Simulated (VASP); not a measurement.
# CsBr (Pm-3m) in VASP: vibrations by perturbation theory with PBEsol

Aim: the vibrations by perturbation theory of CsBr with PBEsol.

Program: VASP 6.6.1. These are calculated values, not measurements. Logs are shortened: lines on timing, memory, paths and dates and some standing lists are left out, and cuts for length are marked.

### Step 1. The cell of the first run

It takes space group Pm-3m (No. 221, cubic). Conventional cell: a = 4.286 Å, b = 4.286 Å, c = 4.286 Å, α = 90.00°, β = 90.00°, γ = 90.00°. Within 4.9 Å of Cs (site symmetry m-3m) lie 8 Br at 3.71 Å and 6 Cs at 4.29 Å. Within 4.9 Å of Br (site symmetry m-3m) lie 8 Cs at 3.71 Å and 6 Br at 4.29 Å.

### Step 2. Vibrations by perturbation theory, PBEsol

INCAR reads:

```
PREC     = Accurate       # precision mode
ENCUT    = 500            # plane-wave cutoff, eV
EDIFF    = 1E-8           # SCF threshold, eV
ISMEAR   = 0              # smearing method
SIGMA    = 0.01           # smearing width, eV
LREAL    = False          # projectors in reciprocal space
LASPH    = True           # aspherical terms in the spheres
NELM     = 120            # most SCF steps
ALGO     = Normal         # electronic algorithm
ISIF     = 2              # what is computed and relaxed
LWAVE    = False          # write WAVECAR
LCHARG   = False          # write CHGCAR
GGA      = PS             # functional
NBANDS   = 15             # bands
IBRION   = 8              # ionic algorithm
NSW      = 1              # ionic steps
GGA_COMPAT= False
```

KPOINTS reads:

```
Automatic mesh
0
Gamma
  2 2 2
```

POSCAR reads:

```
CsBr
1.0
    4.2860000000      0.0000000000      0.0000000000
    0.0000000000      4.2860000000      0.0000000000
    0.0000000000      0.0000000000      4.2860000000
Cs Br
1 1
Direct
    0.0000000000      0.0000000000      0.0000000000
    0.5000000000      0.5000000000      0.5000000000
```

Potentials or basis: VASP PAW PBE potentials, release 64 (Cs_sv, Br).

The run is started by

```console
$ cat potpaw_PBE.64/Cs_sv/POTCAR potpaw_PBE.64/Br/POTCAR > POTCAR
$ mpirun -np 1 vasp_std > vasp.out
```

OUTCAR:

```text
PREC = Accurate
   ENCUT = 500
   EDIFF = 1E-8
   ISMEAR = 0
   LREAL = False
   LASPH = True
   NELM = 120
   ISIF = 2
   GGA = PS
   IBRION = 8
   NSW = 1

 ion  position               nearest neighbor table
   1  0.000  0.000  0.000-
   2  0.500  0.500  0.500-

  LATTYP: Found a simple cubic cell.
 ALAT       =     4.2860000000

  Lattice vectors:

 A1 = (   4.2860000000,   0.0000000000,   0.0000000000)
 A2 = (   0.0000000000,   4.2860000000,   0.0000000000)
 A3 = (   0.0000000000,   0.0000000000,   4.2860000000)

Analysis of symmetry for initial positions (statically):
=====================================================================
 Subroutine PRICEL returns:
 Original cell was already a primitive cell.

 Routine SETGRP: Setting up the symmetry group for a
 simple cubic supercell.

 Subroutine GETGRP returns: Found 48 space group operations
 (whereof 48 operations were pure point group operations)
 out of a pool of 48 trial point group operations.

The static configuration has the point symmetry O_h .

Analysis of symmetry for dynamics (positions and initial velocities):
=====================================================================
 Subroutine PRICEL returns:
 Original cell was already a primitive cell.

 Routine SETGRP: Setting up the symmetry group for a
 simple cubic supercell.

 Subroutine GETGRP returns: Found 48 space group operations
 (whereof 48 operations were pure point group operations)
 out of a pool of 48 trial point group operations.

The dynamic configuration has the point symmetry O_h .

 Subroutine INISYM returns: Found 48 space group operations
 (whereof 48 operations are pure point group operations),
 and found     1 'primitive' translations

----------------------------------------------------------------------------------------

                                     Primitive cell

  volume of cell :      78.7329

[... 205 lines left out ...]
  external PRESSURE =       5.4288049 kB  Pullay stress =       0.0000000 kB

 VOLUME and BASIS-vectors are now :
 -----------------------------------------------------------------------------
  energy-cutoff  :      500.00
  volume of cell :       78.73
      direct lattice vectors                 reciprocal lattice vectors
     4.286000000  0.000000000  0.000000000     0.233317779  0.000000000  0.000000000
     0.000000000  4.286000000  0.000000000     0.000000000  0.233317779  0.000000000
     0.000000000  0.000000000  4.286000000     0.000000000  0.000000000  0.233317779

 POSITION                                       TOTAL-FORCE (eV/Angst)
 -----------------------------------------------------------------------------------
      0.00000      0.00000      0.00000         0.000000      0.000000      0.000000
      2.14300      2.14300      2.14300         0.000000      0.000000      0.000000
 -----------------------------------------------------------------------------------
    total drift:                                0.000000      0.000000     -0.000000

  FREE ENERGIE OF THE ION-ELECTRON SYSTEM (eV)
  ---------------------------------------------------
  free  energy   TOTEN  =        -6.1725931555 eV

  energy  without entropy=       -6.1725931555  energy(sigma->0) =       -6.17259316

[... ionic steps 2 to 3 ...]

--------------------------------------- Ionic step        4  -------------------------------------------

------------------------ aborting loop because EDIFF is reached ----------------------------------------

[... ionic steps 5 to 6 ...]

--------------------------------------- Ionic step        7  -------------------------------------------

 Free energy of the ion-electron system (eV)
  ---------------------------------------------------
  ---------------------------------------------------
  free energy    TOTEN  =        -0.14636949 eV

  energy without entropy =       -0.14636949

------------------------ aborting loop because EDIFF is reached ----------------------------------------

 INTERNAL STRAIN TENSOR  FOR ION    2  DIRECTION 1   (eV/Angst):
 -----------------------------------------------------------------------------
     0.00003 -0.00000  0.00000
    -0.00000  0.00001  0.00000
     0.00000  0.00000  0.00001

 INTERNAL STRAIN TENSOR FOR ION    2 for displacements in x,y,z  (eV/Angst):
          X           Y           Z          XY          YZ          ZX
  --------------------------------------------------------------------------------
  x     0.00000     0.00000     0.00000     0.00000     0.00000     0.00000
  y     0.00000     0.00000     0.00000     0.00000     0.00000     0.00000
  z     0.00000     0.00000     0.00000     0.00000     0.00000     0.00000

 SECOND DERIVATIVES (NOT SYMMETRIZED)
 ------------------------------------
               1X          1Y          1Z          2X          2Y          2Z
  1X    -0.333758   -0.000000    0.000000    0.333758    0.000000   -0.000000
  1Y    -0.000000   -0.333758    0.000000    0.000000    0.333758   -0.000000
  1Z     0.000000    0.000000   -0.333758   -0.000000   -0.000000    0.333758
  2X     0.314873   -0.000000    0.000000   -0.314873    0.000000   -0.000000
  2Y    -0.000000    0.314873    0.000000    0.000000   -0.314873   -0.000000
  2Z     0.000000   -0.000000    0.314873    0.000000    0.000000   -0.314873

 Eigenvectors and eigenvalues of the dynamical matrix
 ----------------------------------------------------

   1 f  =    1.255860 THz     7.890802 2PiTHz   41.890983 cm-1     5.193818 meV
             X         Y         Z           dx          dy          dz
      0.000000  0.000000  0.000000     0.623924    0.000000    0.000000
      2.143000  2.143000  2.143000    -0.781485   -0.000000    0.000000
[... 21 lines left out ...]
   6 f/i=    0.017833 THz     0.112046 2PiTHz    0.594833 cm-1     0.073750 meV
             X         Y         Z           dx          dy          dz
      0.000000  0.000000  0.000000     0.689561    0.367729    0.000000
      2.143000  2.143000  2.143000     0.550533    0.293589    0.000000

--------------------------------------------------------------------------------------------------------

 ELASTIC MODULI CONTR FROM IONIC RELAXATION (kBar)
 Direction    XX          YY          ZZ          XY          YZ          ZX
 --------------------------------------------------------------------------------
 XX           0.0000      0.0000      0.0000      0.0000      0.0000      0.0000
 YY           0.0000      0.0000      0.0000      0.0000      0.0000      0.0000
 ZZ           0.0000      0.0000      0.0000      0.0000      0.0000      0.0000
 XY           0.0000      0.0000      0.0000      0.0000      0.0000      0.0000
 YZ           0.0000      0.0000      0.0000      0.0000      0.0000      0.0000
 ZX           0.0000      0.0000      0.0000      0.0000      0.0000      0.0000
 --------------------------------------------------------------------------------
```

It took 77 s on 1 thread of Intel Xeon 8259CL, shared host; peak memory 0.2 GiB.

What came out:

```yaml
Highest_phonon_frequency_at_Γ_LO-TO_splitting_left_out: 42 cm⁻¹
```

Phonon frequencies in cm⁻¹ (negative: imaginary):
| q point | frequencies |
| --- | --- |
| (0.000, 0.000, 0.000) | -1 -1 -1 42 42 42 |

Caveat: the k points lie up to 0.73 Å⁻¹ apart; the PAW data sets were made with another functional, which shifts forces and pressure a little; spin-orbit coupling is left out, which moves the levels of the heavy elements.
